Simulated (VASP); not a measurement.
# MgS (Fm-3m) in VASP: further runs

Runs on MgS. Level: LDA. Tasks: single point.

Everything below comes from runs of VASP 6.6.1. Logs are shortened: lines on timing, memory, paths and dates and some standing lists are left out, and cuts for length are marked.

**1. The cell of the first run**

It takes space group Fm-3m (No. 225, cubic). Conventional cell: a = 5.097 Å, b = 5.097 Å, c = 5.097 Å, α = 90.00°, β = 90.00°, γ = 90.00°. Within 3.4 Å of Mg (site symmetry m-3m) lie 6 S at 2.55 Å. S (site symmetry m-3m) has 6 Mg at 2.55 Å within 3.4 Å.

**2. Single point, LDA (volume scaled by 0.94)**

Input file INCAR:

```
SYSTEM = MgS
PREC = Accurate
ENCUT = 520
EDIFF = 1E-6
ISMEAR = -1
SIGMA = 0.01
LREAL = .False.
LASPH = .True.
NELM = 100
ALGO = Normal
ISIF = 2
LWAVE = .False.
LCHARG = .False.
GGA = CA
NBANDS = 11
```

Input file KPOINTS:

```
regular mesh
0
Gamma
  8 8 8
  0 0 0
```

Input file POSCAR:

```
MgS
1.0
    0.0000000000      2.5485401997      2.5485401997
    2.5485401997      0.0000000000      2.5485401997
    2.5485401997      2.5485401997      0.0000000000
Mg S
1 1
Direct
    0.0000000000      0.0000000000      0.0000000000
    0.5000000000      0.5000000000      0.5000000000
```

Potentials or basis: VASP PAW LDA potentials, release 64 (Mg, S).

On the command line:

```sh
cat potpaw_LDA.64/Mg/POTCAR potpaw_LDA.64/S/POTCAR > POTCAR
mpirun -np 1 vasp_std > vasp.out
```

OUTCAR:

```text
SYSTEM = MgS
   PREC = Accurate
   ENCUT = 520
   EDIFF = 1E-6
   ISMEAR = -1
   LREAL = .False.
   LASPH = .True.
   NELM = 100
   ISIF = 2
   GGA = CA

 ion  position               nearest neighbor table
   1  0.000  0.000  0.000-   2 2.55   2 2.55   2 2.55   2 2.55   2 2.55   2 2.55
   2  0.500  0.500  0.500-   1 2.55   1 2.55   1 2.55   1 2.55   1 2.55   1 2.55

  LATTYP: Found a face centered cubic cell.
 ALAT       =     5.0970803994

  Lattice vectors:

 A1 = (   0.0000000000,   2.5485401997,   2.5485401997)
 A2 = (   2.5485401997,   0.0000000000,   2.5485401997)
 A3 = (   2.5485401997,   2.5485401997,   0.0000000000)

Analysis of symmetry for initial positions (statically):
=====================================================================
 Subroutine PRICEL returns:
 Original cell was already a primitive cell.

 Routine SETGRP: Setting up the symmetry group for a
 face centered cubic supercell.

 Subroutine GETGRP returns: Found 48 space group operations
 (whereof 48 operations were pure point group operations)
 out of a pool of 48 trial point group operations.

The static configuration has the point symmetry O_h .

Analysis of symmetry for dynamics (positions and initial velocities):
=====================================================================
 Subroutine PRICEL returns:
 Original cell was already a primitive cell.

 Routine SETGRP: Setting up the symmetry group for a
 face centered cubic supercell.

 Subroutine GETGRP returns: Found 48 space group operations
 (whereof 48 operations were pure point group operations)
 out of a pool of 48 trial point group operations.

The dynamic configuration has the point symmetry O_h .

 Subroutine INISYM returns: Found 48 space group operations
 (whereof 48 operations are pure point group operations),
 and found     1 'primitive' translations

----------------------------------------------------------------------------------------

                                     Primitive cell

  volume of cell :      33.1058

  direct lattice vectors                    reciprocal lattice vectors
     0.000000000  2.548540200  2.548540200    -0.196190745  0.196190745  0.196190745
     2.548540200  0.000000000  2.548540200     0.196190745 -0.196190745  0.196190745
     2.548540200  2.548540200  0.000000000     0.196190745  0.196190745 -0.196190745

  length of vectors
     3.604180115  3.604180115  3.604180115     0.339812338  0.339812338  0.339812338

  position of ions in fractional coordinates (direct lattice)
     0.000000000  0.000000000  0.000000000
     0.500000000  0.500000000  0.500000000

  ion indices of the primitive-cell ions
   primitive index   ion index
                 1           1
                 2           2

----------------------------------------------------------------------------------------

 KPOINTS: regular mesh

Automatic generation of k-mesh.
 Grid dimensions read from file:
 generate k-points for:    8    8    8

 Generating k-lattice:

  Cartesian coordinates                     Fractional coordinates (reciprocal lattice)
    -0.024523843  0.024523843  0.024523843     0.125000000  0.000000000  0.000000000
     0.024523843 -0.024523843  0.024523843     0.000000000  0.125000000  0.000000000
     0.024523843  0.024523843 -0.024523843     0.000000000  0.000000000  0.125000000

  Length of vectors
     0.042476542  0.042476542  0.042476542

  Shift w.r.t. Gamma in fractional coordinates (k-lattice)
     0.000000000  0.000000000  0.000000000

 Subroutine IBZKPT returns following result:
 ===========================================

 Found     29 irreducible k-points:

 Following reciprocal coordinates:
            Coordinates               Weight
  0.000000  0.000000  0.000000      1.000000
  0.125000  0.000000  0.000000      8.000000
  0.250000  0.000000  0.000000      8.000000
  0.375000  0.000000  0.000000      8.000000
  0.500000  0.000000  0.000000      4.000000
  0.125000  0.125000  0.000000      6.000000
[... 16 lines left out ...]
  0.500000  0.250000  0.125000     48.000000
 -0.375000  0.250000  0.125000     24.000000
 [... further k-points ...]
   k-points           NKPTS =     29   k-points in BZ     NKDIM =     29   number of bands    NBANDS=     11
   number of dos      NEDOS =    301   number of ions     NIONS =      2
   total plane-waves  NPLWV =  21952
   dimension x,y,z NGX =    28 NGY =   28 NGZ =   28
   dimension x,y,z NGXF=    56 NGYF=   56 NGZF=   56
   ions per type =               1   1
   NGX,Y,Z   is equivalent  to a cutoff of  12.92, 12.92, 12.92 a.u.
   NGXF,Y,Z  is equivalent  to a cutoff of  25.83, 25.83, 25.83 a.u.
 SYSTEM =  MgS
   PREC   = accura    normal or accurate (medium, high low for compatibility)
   ISTART =      0    job   : 0-new  1-cont  2-samecut
   ICHARG =      2    charge: 1-file 2-atom 10-const
   ISPIN  =      1    spin polarized calculation?
   LNONCOLLINEAR =      F non collinear calculations
   LSORBIT =      F    spin-orbit coupling
   LASPH  =      T    aspherical Exc in radial PAW
   ENCUT  =  520.0 eV  38.22 Ry    6.18 a.u.   6.70  6.70  6.70*2*pi/ulx,y,z
   NELM   =    100;   NELMIN=  2; NELMDL= -5     # of ELM steps
   EDIFF  = 0.1E-05   stopping-criterion for ELM
   LREAL  =      F    real-space projection
   EDIFFG = 0.1E-04   stopping-criterion for IOM
   NSW    =      0    number of steps for IOM
   IBRION =     -1    ionic relax: 0-MD 1-quasi-New 2-CG
   NFREE  =      0    steps in history (QN), initial steepest desc. (CG)
   ISIF   =      2    stress and relaxation
   ISYM   =      2    0-nonsym 1-usesym 2-fastsym
   POTIM  = 0.5000    time-step for ionic-motion
   TEBEG  =    0.0;   TEEND  =   0.0 temperature during run
   PSTRESS=    0.0 pullay stress
   NELECT =       8.0000    total number of electrons
   NUPDOWN=      -1.0000    fix difference up-down
   EMIN   =  10.00;   EMAX   =-10.00  energy-range for DOS
   EFERMI =   0.00;   METHOD = LEGACY
   ISMEAR =    -1;   SIGMA  =   0.01  broadening in eV -4-tet -1-fermi 0-gaus
   EFERMI_NEDOS =   21; number of points for ismear=-14 and -15
   IALGO  =     38    algorithm
   IMIX   =      4    mixing-type and parameters
     AMIX     =   0.40;   BMIX     =  1.00
     AMIX_MAG =   1.60;   BMIX_MAG =  1.00
  volume/ion in A,a.u.               =      16.55       111.70
  Fermi-wavevector in a.u.,A,eV,Ry     =   1.019694  1.926943 14.147019  1.039777
  Thomas-Fermi vector in A             =   2.153222
   LORBIT       =      0    0 simple, 1 ext, 2 COOP (PROOUT), +10 PAW based schemes
   GGA     = CA    functional components
   LHFCALC =     F    Hartree Fock is set to
   AEXX    =    0.0000 exact exchange contribution
   IVDW    =     0    specifies the selected vdW correction
   LEPSILON=     F    determine dielectric tensor
   LRPA    =     F    only Hartree local field effects (RPA)
 non-spin polarized calculation
  energy-cutoff  :      520.00
  volume of cell :       33.11
 maximum number of plane-waves:       911
   NGX = 13   NGY = 13   NGZ = 13

 number of electron       7.9999999 magnetization

 Free energy of the ion-electron system (eV)
  ---------------------------------------------------
  ext. energy  EPLUGINS =         0.00000000
  ---------------------------------------------------
  free energy    TOTEN  =        -9.59106884 eV

  energy without entropy =       -9.59106884  energy(sigma->0) =       -9.59106884

 E-fermi :   4.4203     XC(G=0): -10.2448

 val. band max:        4.1568742286   @ k =   0.0000   0.0000   0.0000
 cond. band min:       6.8450595016   @ k =   0.5000   0.5000   0.0000
 fundamental gap:      2.6881852730
 Fermi energy:         4.4202792179

 k-point     1 :       0.0000    0.0000    0.0000
  band No.  band energies     occupation
      1      -8.8533      2.00000
      2       4.1569      2.00000
      3       4.1569      2.00000
      4       4.1569      2.00000
      5       8.1538      0.00000
      6      11.9467      0.00000
      7      11.9467      0.00000
      8      11.9467      0.00000
      9      14.4840      0.00000
     10      14.4840      0.00000
     11      16.6523      0.00000

 k-point     2 :       0.1250    0.0000    0.0000
  band No.  band energies     occupation
      1      -8.6846      2.00000
      2       3.0393      2.00000
      3       4.0404      2.00000
      4       4.0404      2.00000
      5       8.9371      0.00000
      6      11.6813      0.00000
      7      12.2242      0.00000
      8      12.2242      0.00000
      9      13.8492      0.00000
     10      13.8492      0.00000
     11      17.0206      0.00000

 k-point     3 :       0.2500    0.0000    0.0000
  band No.  band energies     occupation
      1      -8.2235      2.00000
      2       1.1410      2.00000
      3       3.7894      2.00000
      4       3.7894      2.00000
      5       9.1551      0.00000
      6      11.8909      0.00000
      7      11.8909      0.00000
      8      12.6683      0.00000
      9      14.4335      0.00000
     10      14.4335      0.00000
     11      16.1863      0.00000

 k-point     4 :       0.3750    0.0000    0.0000
  band No.  band energies     occupation
      1      -7.6473      2.00000
      2      -0.4425      2.00000
      3       3.5708      2.00000
      4       3.5708      2.00000
      5       8.7806      0.00000
      6      11.2192      0.00000
      7      11.2192      0.00000
      8      14.3638      0.00000
      9      15.8030      0.00000
     10      16.4882      0.00000
     11      16.4882      0.00000
[... 239 lines left out ...]
 k-point    22 :       0.3750    0.2500    0.1250
  band No.  band energies     occupation
      1      -7.8590      2.00000
      2       0.8628      2.00000
      3       2.5295      2.00000
      4       3.3948      2.00000
      5      10.0274      0.00000
      6      10.4751      0.00000
      7      11.3024      0.00000
      8      13.4720      0.00000
      9      14.3128      0.00000
     10      17.3053      0.00000
     11      19.2570      0.00000

 k-point    23 :       0.5000    0.2500    0.1250
  band No.  band energies     occupation
      1      -7.3674      2.00000
      2      -0.0822      2.00000
      3       1.9440      2.00000
      4       3.0463      2.00000
      5       9.7541      0.00000
      6      10.5203      0.00000
      7      11.9664      0.00000
      8      13.2848      0.00000
      9      15.9858      0.00000
     10      18.6173      0.00000
     11      19.3022      0.00000

 k-point    24 :      -0.3750    0.2500    0.1250
  band No.  band energies     occupation
      1      -7.1265      2.00000
      2      -0.5335      2.00000
      3       1.7917      2.00000
      4       2.8697      2.00000
      5       9.6913      0.00000
      6      10.2375      0.00000
      7      12.6153      0.00000
      8      13.7432      0.00000
      9      16.5323      0.00000
     10      17.7359      0.00000
     11      19.8928      0.00000

 [... further k-points ...]

------------------------ aborting loop because EDIFF is reached ----------------------------------------

  FORCE on cell =-STRESS in cart. coord.  units (eV):
  Direction    XX          YY          ZZ          XY          YZ          ZX
  --------------------------------------------------------------------------------------
  -------------------------------------------------------------------------------------
  Total        0.2117070      0.2117070      0.2117070      0.0000000      0.0000000      0.0000000
  in kB       10.2456925     10.2456925     10.2456925      0.0000000      0.0000000      0.0000000
  external PRESSURE =      10.2456925 kB  Pullay stress =       0.0000000 kB

 VOLUME and BASIS-vectors are now :
 -----------------------------------------------------------------------------
  energy-cutoff  :      520.00
  volume of cell :       33.11
      direct lattice vectors                 reciprocal lattice vectors
     0.000000000  2.548540200  2.548540200    -0.196190745  0.196190745  0.196190745
     2.548540200  0.000000000  2.548540200     0.196190745 -0.196190745  0.196190745
     2.548540200  2.548540200  0.000000000     0.196190745  0.196190745 -0.196190745

 POSITION                                       TOTAL-FORCE (eV/Angst)
 -----------------------------------------------------------------------------------
      0.00000      0.00000      0.00000         0.000000      0.000000      0.000000
      2.54854      2.54854      2.54854        -0.000000     -0.000000     -0.000000
 -----------------------------------------------------------------------------------
    total drift:                                0.000000      0.000000      0.000000

  FREE ENERGIE OF THE ION-ELECTRON SYSTEM (eV)
  ---------------------------------------------------
  free  energy   TOTEN  =        -9.5910688361 eV

  energy  without entropy=       -9.5910688361  energy(sigma->0) =       -9.59106884
```

Wall time 4.7 s (1 thread of Intel Xeon 6975P-C (Granite Rapids), shared host); peak memory 0.14 GiB.

What came out:

* Free energy: -9.5911 eV
* Pressure: 1.0 GPa
* Band gap on the k mesh: 2.69 eV, indirect (least direct gap 4.00 eV)

 A k mesh can miss the band edges.

**3. Single point, LDA (volume scaled by 0.96)**

Edit INCAR of step 2 so:

```diff
@@ -8,3 +8,3 @@
 LASPH = .True.
-NELM = 100
+NELM = 60
 ALGO = Normal
@@ -13,3 +13,2 @@
 LCHARG = .False.
-GGA = CA
 NBANDS = 11
```

KPOINTS is that of step 2.

Input file POSCAR:

```
MgS
1.0
    0.0000000000      2.5664882573      2.5664882573
    2.5664882573      0.0000000000      2.5664882573
    2.5664882573      2.5664882573      0.0000000000
Mg S
1 1
Direct
    0.0000000000      0.0000000000      0.0000000000
    0.5000000000      0.5000000000      0.5000000000
```

Potentials or basis: VASP PAW LDA potentials, release 64 (Mg, S).

On the command line:

```sh
cat potpaw_LDA.64/Mg/POTCAR potpaw_LDA.64/S/POTCAR > POTCAR
mpirun -np 1 vasp_std > vasp.out
```

Run time: 4.8 s. Hardware: 1 thread of Intel Xeon 6975P-C (Granite Rapids), shared host; peak memory 0.14 GiB.

It converged, with:

| Quantity | Value |
| --- | --- |
| Free energy | -9.5917 eV |
| Pressure | -0.8 GPa |
| Band gap on the k mesh | 2.64 eV, indirect (least direct gap 3.82 eV) |

Levels at points of the mesh, in eV from the valence-band top:
| k point | band 1 | band 2 | band 3 | band 4 | band 5 | band 6 | band 7 | band 8 | band 9 |
| --- | --- | --- | --- | --- | --- | --- | --- | --- | --- |
| (0.00, 0.00, 0.00) | -12.88 | 0.00 | 0.00 | 0.00 | 3.82 | 7.81 | 7.81 | 7.81 | 10.31 |
| (0.50, 0.00, 0.00) | -11.44 | -5.13 | -0.64 | -0.64 | 4.44 | 6.79 | 6.79 | 10.28 | 12.18 |
| (0.50, 0.50, 0.00) | -11.03 | -4.47 | -1.80 | -1.80 | 2.64 | 4.12 | 12.20 | 12.87 | 13.51 |

 A k mesh can miss the band edges.

(Part 1 of 2 ends here.)
